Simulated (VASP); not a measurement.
The system is PbO.

```
Pb O
1.0
     4.05682    0.00000    0.00000
     0.00000    4.05682    0.00000
     0.00000    0.00000    5.59708
Pb O
2 2
Direct
  0.50000 0.00000 0.21262
  0.00000 0.50000 0.78738
  0.00000 0.00000 0.00000
  0.50000 0.50000 0.00000
```

Base run:

- Program: VASP 6.6.1
- Functional: PBEsol
- Potentials or basis: VASP PAW PBE potentials, release 64 (Pb_d, O)
- Cutoff: 520 eV
- k mesh: 8 × 8 × 6
- Occupations: gaussian, width 0.05 eV
- Spin: no spin polarisation

Its results: band gap on the k mesh 1.71 eV, indirect (least direct gap 1.84 eV); pressure -3.0 GPa; largest force 0.330 eV/Å.

**Question.** The run is repeated on the same cell with these changes: functional from PBEsol to PBE. What comes out?

**Answer.** Band gap on the k mesh 1.80 eV, indirect (least direct gap 1.90 eV); pressure 0.1 GPa; largest force 0.035 eV/Å.

PBE binds less tightly than PBEsol, so the same cell stands under more pressure.

Caveats: spin-orbit coupling is left out, which moves the levels of the heavy elements; the PAW data sets were made with another functional, which shifts forces and pressure a little (some runs).

A k mesh can miss the band edges.
